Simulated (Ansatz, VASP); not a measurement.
# Two plane-wave programs on Si

INCAR

```
PREC = Accurate
ENCUT = 520
EDIFF = 1E-6
ISMEAR = 0
SIGMA = 0.1
LREAL = F
LASPH = T
NELM = 60
ALGO = Normal
ISIF = 2
LWAVE = F
LCHARG = T
LDIPOL = T
IDIPOL = 3
DIPOL = 0.5 0.5 0.373
GGA = PE
IVDW = 12
LELF = T
LVHAR = T
LVACPOTAV = T
NBANDS = 16
```

The input KPOINTS:

```
regular mesh
0
Gamma
  9 9 1
```

File POSCAR:

```
Si
1.0
    3.8475254764      0.0000000000      0.0000000000
   -1.9237627382      3.3320548043      0.0000000000
    0.0000000000      0.0000000000     18.4415958250
Si
4
Direct
    0.3333333333      0.6666666667      0.2695427207
    0.6666666667      0.3333333333      0.2440135899
    0.6666666667      0.8333333333      0.5011277718
    0.3333333333      1.1666666667      0.4755986410
```

Input for Ansatz:

```yaml
crystal:
  lattice:
    - [3.8475254764, 0.0, 0.0]
    - [-1.9237627382, 3.3320548043, 0.0]
    - [0.0, 0.0, 18.441595825]
  atoms:
    - { symbol: Si, position: [0.3333333333, 0.6666666667, 0.2695427207] }
    - { symbol: Si, position: [0.6666666667, 0.3333333333, 0.2440135899] }
    - { symbol: Si, position: [0.6666666667, 0.8333333333, 0.5011277718] }
    - { symbol: Si, position: [0.3333333333, 1.1666666667, 0.475598641] }
basis:
  ecutwfc: 420
kpoints:
  mp_grid: { grid: [9, 9, 1] }
hamiltonian:
  xc: pbe
  pseudopotentials: { kind: paw, azcp: { folder: soft_1 } }
  dispersion: d3bj
scf:
  occupations: { method: gaussian, width: 0.1 }
output:
  forces: true
  eigenvalues: true
efield:
  axis: 3
  dipole_correction: true
  ramp_width: 0.04
```

Alike in both runs: task single point; functional PBE; dispersion D3(BJ); k mesh 9 × 9 × 1; occupations gaussian, width 0.1 eV; no spin polarisation.

```csv
,VASP,Ansatz
version,VASP 6.6.1,Ansatz 0.2.0
potentials or method,"VASP PAW PBE potentials, release 64 (Si), cutoff 520 eV","scalar-relativistic, plane waves, PAW"
valence electrons in the cell,16,16
```

|  | VASP | Ansatz | Ansatz less VASP |
| --- | --- | --- | --- |
| gap on the k mesh at the Fermi level (eV) | 0.28 | 0.28 | 0.000 |
| least direct gap on the mesh (eV) | 0.28 | 0.28 | 0.000 |
| rms of the force components (eV/Å) | 0.074 | 0.075 | +0.0014 |

Atom by atom the forces differ by 0.003 eV/Å (rms over components).
